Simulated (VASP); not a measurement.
Be, 1 atom in the cell. The structure is cubic, space group Pm-3m (No. 221). The conventional cell has a = 2.075 Å, b = 2.075 Å, c = 2.075 Å, α = 90.00°, β = 90.00°, γ = 90.00°. Be (site symmetry m-3m) has 6 Be at 2.07 Å within 2.7 Å.  This cell differs from its parent crystal: volume scaled by 0.88.

- Program: VASP 6.6.1
- Task: single point
- Functional: PBEsol
- Potentials or basis: VASP PAW PBE potentials, release 64 (Be)
- Cutoff: 520 eV
- k mesh: 16 × 16 × 16
- Occupations: fermi-dirac, width 0.1 eV
- Spin: no spin polarisation
- Dipole correction: no
- Further INCAR settings: ALGO = Normal; EDIFF = 1e-07; NBANDS = 7

Potentials or basis: VASP PAW PBE potentials, release 64 (Be).

The run is started by

```console
$ cat potpaw_PBE.64/Be/POTCAR > POTCAR
$ mpirun -np 1 vasp_std > vasp.out
```

Hardware: 1 thread of Intel(R) Xeon(R) Platinum 8259CL CPU @ 2.50GHz (Skylake/Cascade Lake), on a shared host.

How long does it take, and how much memory?

It took 4.4 s on 1 thread of Intel(R) Xeon(R) Platinum 8259CL CPU @ 2.50GHz (Skylake/Cascade Lake), with other jobs on the host, peak memory 0.11 GiB. Counts: scf iterations 10, k points 165.
